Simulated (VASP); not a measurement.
La3N2:

```
CELL_PARAMETERS angstrom
-2.69514 2.69514 4.16688
2.69514 -2.69514 4.16688
2.69514 2.69514 -4.16688
ATOMIC_POSITIONS crystal
La 0.75000 0.25000 0.50000
La 0.25000 0.75000 0.50000
La 0.50000 0.50000 0.00000
N 0.15131 0.15131 0.00000
N 0.84869 0.84869 0.00000
```

The cell was generated, and may not be a known phase.

- Program: VASP 6.6.1
- Task: relaxation of cell and atoms
- Functional: PBE
- Potentials or basis: VASP PAW PBE potentials, release 64 (La, N)
- Cutoff: 600 eV
- k mesh: 4 × 4 × 4
- Occupations: gaussian, width 0.1 eV
- Spin: no spin polarisation

At the start: pressure -6.7 GPa; volume 24.21 Å³/atom.

Task: How do energy, volume and symmetry change on relaxing?

Result: Over 27 steps the energy falls by 1205.8 meV/atom and the volume is 29.00 Å³/atom (+19.8 %); space group I4/mmm (No. 139, to 0.1 Å) before and after.

Step by step:
| step | energy change (eV) | largest force (eV/Å) | pressure (GPa) | volume (Å³) |
| --- | --- | --- | --- | --- |
| 1 | 0.0000 | 3.1938 | -6.68 | 121.07 |
| 2 | -1.5899 | 2.3566 | 3.73 | 104.03 |
| 3 | -1.6819 | 1.7100 | 8.19 | 99.93 |
| 4 | -2.6085 | 1.0030 | 9.76 | 106.53 |
| 5 | -2.9390 | 0.7476 | 11.85 | 112.16 |
| 6 | -3.7804 | 1.4872 | 3.20 | 126.68 |
| 7 | -4.0507 | 1.8107 | -2.65 | 140.31 |
| 8 | -4.0542 | 1.8276 | -3.08 | 141.50 |
| 9 | -4.3105 | 1.8374 | -3.76 | 144.19 |
| 10 | -4.9469 | 1.5547 | -5.55 | 152.45 |
| 11 | -3.4949 | 3.7925 | -3.42 | 169.83 |
| 12 | -5.0665 | 1.0544 | -5.81 | 155.14 |
| 13 | -5.4124 | 0.3635 | -3.38 | 149.70 |
| 14 | -5.5428 | 0.5681 | -0.40 | 144.50 |
| 15 | -5.7562 | 0.1714 | 0.64 | 142.38 |
| 16 | -5.8824 | 0.5218 | 3.11 | 138.39 |
| 17 | -5.9560 | 0.6550 | 0.85 | 142.85 |
| 18 | -5.9641 | 0.6976 | -0.16 | 144.92 |
| 19 | -5.9921 | 0.4527 | -0.43 | 145.53 |
| 20 | -6.0045 | 0.1151 | -0.71 | 146.32 |
| 21 | -6.0158 | 0.0229 | 0.09 | 144.74 |
| 22 | -6.0174 | 0.0248 | 0.51 | 143.92 |
| 23 | -6.0263 | 0.0847 | 0.30 | 144.33 |
| 24 | -6.0270 | 0.1266 | 0.20 | 144.49 |
| 25 | -6.0286 | 0.0701 | -0.11 | 145.19 |
| 26 | -6.0286 | 0.0591 | -0.18 | 145.33 |
| 27 | -6.0291 | 0.0037 | 0.00 | 145.00 |

Final structure:
```
CELL_PARAMETERS angstrom
-2.46110 2.46110 5.98484
2.46110 -2.46110 5.98484
2.46110 2.46110 -5.98484
ATOMIC_POSITIONS crystal
La 0.75000 0.25000 0.50000
La 0.25000 0.75000 0.50000
La 0.50000 0.50000 0.00000
N 0.30359 0.30359 0.00000
N 0.69641 0.69641 0.00000
```

Caveat: the volume moved by over 15 % at a fixed basis, so the end points are rough.
